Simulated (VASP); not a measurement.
Wanted: the native input for a VASP 6.6.1 run.

* Task: single point
* Functional: PBE
* Potentials or basis: VASP PAW PBE potentials, release 64 (O, I)
* Cutoff: 600 eV
* k mesh: 5 × 5 × 5
* Occupations: fermi-dirac, width 0.1 eV
* Spin: non-collinear spin, zero start, spin-orbit coupling
* Starting moments: [[0.0, 0.0, 0.0], [0.0, 0.0, 0.0]] μB
* Dipole correction: no
* Further INCAR settings: ALGO = Normal; EDIFF = 1e-06; NBANDS = 25

The structure of IO lies in POSCAR:

```
IO
1.0
    3.8700920000      0.0000000000      0.0000000000
    0.0000000000      3.8700920000      0.0000000000
    0.0000000000      0.0000000000      3.8700920000
O I
1 1
Direct
    0.0000000000      0.0000000000      0.0000000000
    0.5000000000      0.5000000000      0.5000000000
```

One way to write it, as run:

INCAR

```
SYSTEM = IO
  PREC = Accurate
  ENCUT = 600
  EDIFF = 1E-6
  ISMEAR = -1
  SIGMA = 0.1
  LREAL = .False.
  LASPH = .True.
  NELM = 200
  ALGO = Normal
  ISIF = 2
  LWAVE = .False.
  LCHARG = .True.
  MAGMOM = 0 0 0 0 0 0
  LORBIT = 11
  LSORBIT = .True.
  GGA_COMPAT = .False.
  LORBMOM = .True.
  GGA = PE
  LVHAR = .True.
  NBANDS = 25
```

KPOINTS

```
Automatic mesh
0
Gamma
  5 5 5
  0 0 0
```

Potentials or basis: VASP PAW PBE potentials, release 64 (O, I).

The run is started by

```bash
$ cat potpaw_PBE.64/O/POTCAR potpaw_PBE.64/I/POTCAR > POTCAR
$ mpirun -np 1 vasp_ncl > vasp.out
```

Results of the run:

```yaml
Pressure: -8.8 GPa
Net_moment: 0.00 μB per cell
Valence_electrons_inside_the_program's_atomic_spheres: O 4.63; I 4.00
```

Caveat: the cell stands under tension.

It took 33 s on 1 thread of Intel(R) Xeon(R) 6975P-C (Granite Rapids), on a shared host, peak memory 0.31 GiB.
